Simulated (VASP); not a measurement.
# HPt12F in VASP: a series of runs

The runs below take HPt12F through single point, with PBE+D3(BJ).

Everything below comes from runs of VASP 6.6.1. Logs are shortened: lines on timing, memory, paths and dates and some standing lists are left out, and cuts for length are marked.

**1. The cell of the first run**

The cell holds a slab with vacuum, 14 atoms: a = 5.544 Å, b = 5.544 Å, c = 16.526 Å, α = 90.00°, β = 90.00°, γ = 60.00°.

**2. Single point, PBE+D3(BJ)**

Contents of INCAR:

```
SYSTEM = HPt12F
  PREC = Accurate
  ENCUT = 520
  EDIFF = 1E-6
  ISMEAR = 0
  SIGMA = 0.15
  LREAL = .False.
  LASPH = .True.
  NELM = 80
  ALGO = Normal
  ISIF = 2
  LWAVE = .False.
  LCHARG = .False.
  GGA = PE
  IVDW = 12
  NBANDS = 77
```

Contents of KPOINTS:

```
regular mesh
0
Gamma
  4 4 1
  0 0 0
```

Contents of POSCAR:

```
HPt12F
1.0
    5.5437170000      0.0000000000      0.0000000000
    2.7718590000      4.8010000000      0.0000000000
    0.0000000000      0.0000000000     16.5264260000
Pt F H
12 1 1
Direct
    0.1666667522      0.1666667361      0.0605092111
    0.6666666620      0.1666667361      0.0605092111
    0.1666666620      0.6666667361      0.0605092111
    0.6666665718      0.6666667361      0.0605092111
   -0.1658586698      0.3324842741      0.2001975503
    0.3342870635      0.3321183087      0.2001928306
   -0.1655749797      0.8323315976      0.2003782306
    0.3344698997      0.8320547803      0.2003542690
    0.0019653483     -0.0028256613      0.3404278094
    0.5016428027     -0.0028698188      0.3400995472
    0.0021981740      0.4957546345      0.3398771761
    0.5020466010      0.4969025203      0.3400576749
    0.9428581449      0.7109933347      0.5182217256
    0.9496841397      0.8229675068      0.4761598182
```

Potentials or basis: VASP PAW PBE potentials, release 64 (Pt, F, H).

Run with:

```bash
$ cat potpaw_PBE.64/Pt/POTCAR potpaw_PBE.64/F/POTCAR potpaw_PBE.64/H/POTCAR > POTCAR
$ mpirun -np 1 vasp_std > vasp.out
```

OUTCAR:

```text
SYSTEM = HPt12F
   PREC = Accurate
   ENCUT = 520
   EDIFF = 1E-6
   ISMEAR = 0
   LREAL = .False.
   LASPH = .True.
   NELM = 80
   ISIF = 2
   GGA = PE
   IVDW = 12
 IVDW          = 12

 ion  position               nearest neighbor table
   1  0.167  0.167  0.061-   4 2.77   2 2.77   3 2.77   3 2.77   4 2.77   2 2.77   5 2.81   6 2.81
                             8 2.81
   2  0.667  0.167  0.061-   1 2.77   4 2.77   3 2.77   3 2.77   4 2.77   1 2.77   6 2.81   5 2.81
                             7 2.81
   3  0.167  0.667  0.061-   4 2.77   1 2.77   2 2.77   2 2.77   1 2.77   4 2.77   7 2.81   8 2.81
                             6 2.81
   4  0.667  0.667  0.061-   1 2.77   3 2.77   2 2.77   2 2.77   1 2.77   3 2.77   8 2.81   5 2.81
                             7 2.81
   5  0.834  0.332  0.200-   8 2.77   6 2.77   7 2.77   7 2.77   6 2.77   8 2.77  11 2.80   1 2.81
                            12 2.81   2 2.81   4 2.81   9 2.82
   6  0.334  0.332  0.200-   7 2.77   5 2.77   8 2.77   8 2.77   5 2.77   7 2.77  11 2.81   2 2.81
                             1 2.81  12 2.81   3 2.81  10 2.82
   7  0.834  0.832  0.200-   8 2.77   6 2.77   5 2.77   5 2.77   6 2.77   8 2.77  10 2.81   3 2.81
                             9 2.81   4 2.81   2 2.81  11 2.82
   8  0.334  0.832  0.200-   5 2.77   7 2.77   6 2.77   6 2.77   7 2.77   5 2.77  10 2.81   4 2.81
                             3 2.81   9 2.81  12 2.81   1 2.81
   9  0.002  0.997  0.340-  11 2.76  10 2.77  12 2.77  12 2.77  10 2.77  11 2.78   7 2.81   8 2.81
                             5 2.82
  10  0.502  0.997  0.340-  11 2.77   9 2.77  12 2.77  12 2.77   9 2.77  11 2.78   8 2.81   7 2.81
                             6 2.82
  11  0.002  0.496  0.340-   9 2.76  10 2.77  12 2.77  12 2.77  10 2.78   9 2.78   5 2.80   6 2.81
                             7 2.82
  12  0.502  0.497  0.340-  11 2.77   9 2.77  10 2.77  10 2.77   9 2.77  11 2.77   5 2.81   6 2.81
                             8 2.81
  13  0.943  0.711  0.518-  14 0.95
  14  0.950  0.823  0.476-  13 0.95

  LATTYP: Found a hexagonal cell.
 ALAT       =     5.5437174636
 C/A-ratio  =     2.9811089957

  Lattice vectors:

 A1 = (  -2.7718590000,  -4.8010000000,   0.0000000000)
 A2 = (   5.5437170000,   0.0000000000,   0.0000000000)
 A3 = (   0.0000000000,   0.0000000000,  16.5264260000)

Analysis of symmetry for initial positions (statically):
=====================================================================
 Subroutine PRICEL returns:
 Original cell was already a primitive cell.

 Routine SETGRP: Setting up the symmetry group for a
 hexagonal supercell.

 Subroutine GETGRP returns: Found  1 space group operations
 (whereof  1 operations were pure point group operations)
 out of a pool of 24 trial point group operations.

[... 142 lines left out ...]
     AMIX     =   0.40;   BMIX     =  1.00
     AMIX_MAG =   1.60;   BMIX_MAG =  1.00
  volume/ion in A,a.u.               =      31.42       212.02
  Fermi-wavevector in a.u.,A,eV,Ry     =   1.084861  2.050091 16.013026  1.176924
  Thomas-Fermi vector in A             =   2.220961
   LORBIT       =      0    0 simple, 1 ext, 2 COOP (PROOUT), +10 PAW based schemes
   GGA     = PE    functional components
   LHFCALC =     F    Hartree Fock is set to
   AEXX    =    0.0000 exact exchange contribution
   IVDW    =    12    specifies the selected vdW correction
   LEPSILON=     F    determine dielectric tensor
   LRPA    =     F    only Hartree local field effects (RPA)
 non-spin polarized calculation
 Gauss-broadening in eV      SIGMA  =   0.15
  energy-cutoff  :      520.00
  volume of cell :      439.86
 maximum number of plane-waves:     11863
 NGX is ok and might be reduce to    42
   NGX = 21   NGY = 21   NGZ = 61

 number of electron     128.0000011 magnetization

 Free energy of the ion-electron system (eV)
  ---------------------------------------------------
  ext. energy  EPLUGINS =         0.00000000
  ---------------------------------------------------
  free energy    TOTEN  =       -76.23745664 eV

  energy without entropy =      -75.96014697  energy(sigma->0) =      -76.09880181

 E-fermi :   1.0547     XC(G=0):  -7.0348

 val. band max:        1.0523772300   @ k =   0.0000   0.2500   0.0000
 cond. band min:       1.0555453511   @ k =   0.5000   0.5000   0.0000
 fundamental gap:      0.0031681210
 Fermi energy:         1.0547183071

 k-point     1 :       0.0000    0.0000    0.0000
  band No.  band energies     occupation
      1     -22.6505      2.00000
      2      -8.0204      2.00000
      3      -6.4172      2.00000
      4      -6.0504      2.00000
      5      -5.8105      2.00000
      6      -5.3670      2.00000
[... 779 lines left out ...]
     75       5.6837      0.00000
     76       5.7579      0.00000
 [bands above 76 left out]

------------------------ aborting loop because EDIFF is reached ----------------------------------------

 Edisp (eV)   -6.31742

 E8    (eV) :    -2.9911

  FORCE on cell =-STRESS in cart. coord.  units (eV):
  Direction    XX          YY          ZZ          XY          YZ          ZX
  --------------------------------------------------------------------------------------
  -------------------------------------------------------------------------------------
  Total     -16.77584   -16.62389    -0.84755     0.07348    -0.20247    -0.13730
  in kB     -61.10590   -60.55242    -3.08721     0.26765    -0.73749    -0.50012
  external pressure =      -41.58 kB  Pullay stress =        0.00 kB

 VOLUME and BASIS-vectors are now :
 -----------------------------------------------------------------------------
  energy-cutoff  :      520.00
  volume of cell :      439.86
      direct lattice vectors                 reciprocal lattice vectors
     5.543717000  0.000000000  0.000000000     0.180384388 -0.104144989  0.000000000
     2.771859000  4.801000000  0.000000000     0.000000000  0.208289940  0.000000000
     0.000000000  0.000000000 16.526426000     0.000000000  0.000000000  0.060509151

 POSITION                                       TOTAL-FORCE (eV/Angst)
 -----------------------------------------------------------------------------------
      1.38593      0.80017      1.00000         0.002887     -0.002650      0.035573
      4.15779      0.80017      1.00000         0.001529     -0.001424      0.041112
      2.77186      3.20067      1.00000         0.000401      0.005485      0.037329
      5.54372      3.20067      1.00000         0.007237      0.012457      0.000327
      5.54584      1.59626      3.30855        -0.000013     -0.000437      0.001323
      2.77378      1.59450      3.30847        -0.000941     -0.001426      0.001205
      6.93292      3.99602      3.31154        -0.000838      0.000420      0.001018
      4.16055      3.99470      3.31114         0.000082     -0.000149      0.001464
      2.77492      4.78743      5.62606        -0.002472     -0.001757     -0.026997
      5.54487      4.78722      5.62063        -0.002428     -0.001498     -0.028460
      1.38635      2.38012      5.61695        -0.002485     -0.002692     -0.027064
      4.16055      2.38563      5.61994        -0.002421     -0.001913     -0.028915
      7.19771      3.41348      8.56435        -0.120225     -0.188075      0.233025
      7.54593      3.95107      7.86922         0.119689      0.183659     -0.240942
 -----------------------------------------------------------------------------------
    total drift:                               -0.000262      0.000378     -0.000590

  FREE ENERGIE OF THE ION-ELECTRON SYSTEM (eV)
  ---------------------------------------------------
  free  energy   TOTEN  =       -82.5548797210 eV

  energy  without entropy=      -82.2775700541  energy(sigma->0) =      -82.41622489
```

It took 11 min on 1 thread of Intel Xeon Platinum 8488C (Sapphire Rapids), shared host; peak memory 0.68 GiB.

Results:

```yaml
Free_energy: -82.5549 eV
Largest_force: 0.326 eV/Å
Band_gap_on_the_k_mesh: zero (bands 64 and 65 overlap by 0.68 eV)
Dispersion_energy_per_atom: -0.451 eV
```

Forces in eV/Å, atoms in the order of the input:
```
Pt   0.003 -0.003  0.036
Pt   0.002 -0.001  0.041
Pt   0.000  0.005  0.037
Pt   0.007  0.012  0.000
Pt   0.000  0.000  0.001
Pt  -0.001 -0.001  0.001
Pt  -0.001  0.000  0.001
Pt   0.000  0.000  0.001
Pt  -0.002 -0.002 -0.027
Pt  -0.002 -0.001 -0.028
Pt  -0.002 -0.003 -0.027
Pt  -0.002 -0.002 -0.029
F   -0.120 -0.188  0.233
H    0.120  0.184 -0.241
```

Levels at points of the mesh, in eV from the Fermi level:
```
           k point  band 60  band 61  band 62  band 63  band 64  band 65  band 66  band 67  band 68  band 69
(0.00, 0.00, 0.00)     0.31     0.31     0.56     0.56     0.56     0.61     0.61     0.62     0.78     1.15
(0.50, 0.00, 0.00)    -0.76    -0.64    -0.62    -0.16    -0.15     0.00     0.00     0.30     0.30     1.63
(0.50, 0.50, 0.00)    -0.76    -0.67    -0.60    -0.18    -0.15     0.00     0.00     0.30     0.30     1.62
(0.00, 0.50, 0.00)    -0.76    -0.67    -0.60    -0.16    -0.14     0.00     0.01     0.28     0.29     1.60
```

Caveat: there is no dipole correction, which matters where the two faces differ; spin-orbit coupling is left out, which moves the levels of the heavy elements.

**3. Single point, PBE+D3(BJ)**

Contents of INCAR:

```
SYSTEM = HPt12F
PREC     = Accurate       ! precision mode
ENCUT    = 520            ! plane-wave cutoff, eV
EDIFF    = 1E-6           ! SCF threshold, eV
ISMEAR   = 0              ! smearing method
SIGMA    = 0.15           ! smearing width, eV
LREAL    = .False.        ! projectors in reciprocal space
LASPH    = .True.         ! aspherical terms in the spheres
NELM     = 100            ! most SCF steps
ALGO     = Normal         ! electronic algorithm
ISIF     = 2              ! what is computed and relaxed
LWAVE    = .False.        ! write WAVECAR
LCHARG   = .False.        ! write CHGCAR
GGA      = PE             ! functional
IVDW     = 12             ! dispersion correction
NBANDS   = 77             ! bands
```

Contents of KPOINTS:

```
Automatic mesh
0
Gamma
  4 4 1
  0 0 0
```

Contents of POSCAR:

```
HPt12F
1.0
    5.5437170000      0.0000000000      0.0000000000
    2.7718590000      4.8010000000      0.0000000000
    0.0000000000      0.0000000000     16.5264260000
Pt F H
12 1 1
Direct
    0.1666665718      0.1666667361      0.0605092111
    0.6666666620      0.1666667361      0.0605092111
    0.1666666620      0.6666667361      0.0605092111
    0.6666665718      0.6666667361      0.0605092111
   -0.1650433203      0.3296579879      0.2002028751
    0.3352464392      0.3291710060      0.2002494066
   -0.1647345521      0.8293988752      0.2004061858
    0.3353145621      0.8292459904      0.2003800459
    0.0038149389     -0.0085400958      0.3403545933
    0.5036056522     -0.0085798792      0.3402623774
    0.0038023075      0.4901970423      0.3399402266
    0.5039709336      0.4911305978      0.3401127382
    0.9962685245      0.6984353260      0.5217422085
    1.0081922498      0.7856642366      0.4738377191
```

Potentials or basis: VASP PAW PBE potentials, release 64 (Pt, F, H).

Run with:

```bash
$ cat potpaw_PBE.64/Pt/POTCAR potpaw_PBE.64/F/POTCAR potpaw_PBE.64/H/POTCAR > POTCAR
$ mpirun -np 1 vasp_std > vasp.out
```

Wall time 12 min (1 thread of Intel Xeon Platinum 8488C (Sapphire Rapids), shared host); peak memory 0.61 GiB.

Results (log left out):

| Quantity | Value |
| --- | --- |
| Free energy | -82.5529 eV |
| Largest force | 0.259 eV/Å |
| Band gap on the k mesh | zero (bands 64 and 65 overlap by 0.67 eV) |
| Dispersion energy per atom | -0.451 eV |

Forces on the atoms (eV/Å):
```
Pt   0.003 -0.004  0.037
Pt   0.000 -0.004  0.039
Pt  -0.001  0.002  0.041
Pt   0.005  0.012  0.004
Pt   0.000  0.000  0.001
Pt  -0.001 -0.001  0.001
Pt  -0.001  0.001  0.000
Pt   0.000  0.001  0.001
Pt   0.001 -0.001 -0.026
Pt  -0.002 -0.001 -0.029
Pt  -0.001 -0.003 -0.030
Pt  -0.001 -0.001 -0.029
F   -0.091 -0.133  0.195
H    0.089  0.132 -0.204
```

Levels at points of the mesh, in eV from the Fermi level:
| k point | band 60 | band 61 | band 62 | band 63 | band 64 | band 65 | band 66 | band 67 | band 68 | band 69 |
| --- | --- | --- | --- | --- | --- | --- | --- | --- | --- | --- |
| (0.00, 0.00, 0.00) | 0.31 | 0.32 | 0.56 | 0.56 | 0.56 | 0.61 | 0.61 | 0.62 | 0.78 | 1.14 |
| (0.50, 0.00, 0.00) | -0.75 | -0.65 | -0.62 | -0.17 | -0.15 | -0.01 | 0.00 | 0.30 | 0.30 | 1.63 |
| (0.50, 0.50, 0.00) | -0.76 | -0.66 | -0.60 | -0.18 | -0.15 | 0.00 | 0.00 | 0.30 | 0.31 | 1.62 |
| (0.00, 0.50, 0.00) | -0.77 | -0.67 | -0.60 | -0.15 | -0.14 | 0.01 | 0.02 | 0.27 | 0.28 | 1.61 |

Caveat: there is no dipole correction, which matters where the two faces differ; spin-orbit coupling is left out, which moves the levels of the heavy elements.

**4. Single point, PBE+D3(BJ)**

Contents of INCAR:

```
SYSTEM = HPt12F
PREC = Accurate ; ENCUT = 520
EDIFF = 1E-7 ; ISMEAR = 0
SIGMA = 0.15 ; LREAL = .False.
LASPH = .True. ; NELM = 100
ALGO = Normal ; ISIF = 2
LWAVE = .False. ; LCHARG = .False.
GGA = PE ; IVDW = 12
NBANDS = 77
```

KPOINTS is that of step 3.

Contents of POSCAR:

```
HPt12F
1.0
    5.5437170000      0.0000000000      0.0000000000
    2.7718590000      4.8010000000      0.0000000000
    0.0000000000      0.0000000000     16.5264260000
Pt F H
12 1 1
Direct
    0.1666665718      0.1666667361      0.0605091506
    0.6666666620      0.1666667361      0.0605091506
    0.1666666620      0.6666667361      0.0605091506
    0.6666665718      0.6666667361      0.0605091506
   -0.1736812674      0.3369456363      0.2001640282
    0.3261005578      0.3371516351      0.2004181061
   -0.1741125918      0.8371641325      0.2001793370
    0.3262468256      0.8368975213      0.2003877305
   -0.0163715404      0.0095034368      0.3397503489
    0.4848244354      0.0080233285      0.3402298234
   -0.0156222550      0.5079945845      0.3399317554
    0.4848340723      0.5079104353      0.3405763593
    1.1178177698      0.7874580296      0.5178212761
    1.2341253967      0.6738575297      0.4755169690
```

Run with:

```bash
$ cat potpaw_PBE.64/Pt/POTCAR potpaw_PBE.64/F/POTCAR potpaw_PBE.64/H/POTCAR > POTCAR
$ mpirun -np 1 vasp_std > vasp.out
```

It took 30 min on 1 thread of Intel Xeon 8259CL, shared host; peak memory 0.69 GiB.

Results (log left out):

| Quantity | Value |
| --- | --- |
| Free energy | -82.5544 eV |
| Largest force | 0.277 eV/Å |
| Band gap on the k mesh | zero (bands 64 and 65 overlap by 0.67 eV) |
| Dispersion energy per atom | -0.451 eV |

Forces in eV/Å, atoms in the order of the input:
```
Pt   0.008 -0.007  0.002
Pt  -0.008  0.002  0.032
Pt   0.001  0.000  0.037
Pt  -0.006  0.001  0.037
Pt   0.000  0.000 -0.001
Pt   0.000  0.000  0.001
Pt   0.000  0.000  0.000
Pt   0.000  0.000  0.001
Pt   0.000  0.000 -0.026
Pt   0.000  0.000 -0.028
Pt   0.000  0.000 -0.027
Pt  -0.001  0.001 -0.025
F   -0.094  0.159  0.199
H    0.102 -0.158 -0.204
```

Levels at points of the mesh, in eV from the Fermi level:
| k point | band 62 | band 63 | band 64 | band 65 | band 66 | band 67 | band 68 | band 69 |
| --- | --- | --- | --- | --- | --- | --- | --- | --- |
| (0.00, 0.00, 0.00) | 0.56 | 0.56 | 0.56 | 0.60 | 0.62 | 0.62 | 0.77 | 1.12 |
| (0.50, 0.00, 0.00) | -0.60 | -0.14 | -0.13 | 0.02 | 0.02 | 0.26 | 0.27 | 1.60 |
| (0.50, 0.50, 0.00) | -0.62 | -0.17 | -0.16 | -0.01 | 0.00 | 0.31 | 0.31 | 1.64 |
| (0.00, 0.50, 0.00) | -0.59 | -0.18 | -0.16 | -0.01 | -0.01 | 0.31 | 0.31 | 1.61 |

Caveat: there is no dipole correction, which matters where the two faces differ; spin-orbit coupling is left out, which moves the levels of the heavy elements.

**5. Overview**

| cell | gap on the mesh (eV) | largest force (eV/Å) |
| --- | --- | --- |
| as given, atomic positions A | none | 0.33 |
| as given, atomic positions B | none | 0.26 |
| as given, atomic positions C | none | 0.28 |

Alike in all rows: task single point; level PBE+D3(BJ); potentials or basis VASP PAW PBE potentials, release 64 (Pt, F, H); no spin polarisation; k mesh 4 × 4 × 1; cutoff (eV) 520; smearing gaussian 0.15 eV.

Caveats: there is no dipole correction, which matters where the two faces differ; spin-orbit coupling is left out, which moves the levels of the heavy elements.

Absolute energies hang on the potentials; compare differences alone.

The gap in the log of VASP goes by the Fermi energy; the results here count the filled bands.